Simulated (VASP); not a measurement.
Input of a VASP 6.6.1 run:

INCAR

```
SYSTEM = Bi
PREC = Accurate
ENCUT = 520
EDIFF = 1E-8
ISMEAR = -1
SIGMA = 0.03
LREAL = .False.
LASPH = .True.
NELM = 100
ALGO = Normal
ISIF = 2
LWAVE = .False.
LCHARG = .False.
GGA = PE
LEFG = .True.
NBANDS = 22
```

Contents of KPOINTS:

```
Automatic mesh
0
Gamma
  9 9 3
  0 0 0
```

Contents of POSCAR:

```
Bi
1.0
    4.5618669449      0.0000000000      0.0000000000
   -2.2809334725      3.9506926630      0.0000000000
    0.0000000000      0.0000000000     11.7107100000
Bi
2
Direct
    0.3333333333      0.6666666667      0.2500000000
    0.6666666667      0.3333333333      0.7500000000
```

Potentials or basis: VASP PAW PBE potentials, release 64 (Bi_d).

Command:

```console
$ cat potpaw_PBE.64/Bi_d/POTCAR > POTCAR
$ mpirun -np 1 vasp_std > vasp.out
```

Problem. What does it give for the pressure?

Solution. -3.3 GPa.

Problem. What does it give for the band gap on the k mesh?

Solution. Zero (bands 15 and 16 overlap by 2.07 eV).

Electric field gradients, principal values (V/Å²):
```tsv
atom	least	middle	greatest (by size)
1 Bi	68.104	68.106	-136.210
2 Bi	68.104	68.106	-136.210
```

Caveat: the cell stands under tension; without QUAD_EFG the Cq values of the log hold for a quadrupole moment of 1 mb, not for the nuclei; spin-orbit coupling is left out, which moves the levels of the heavy elements.
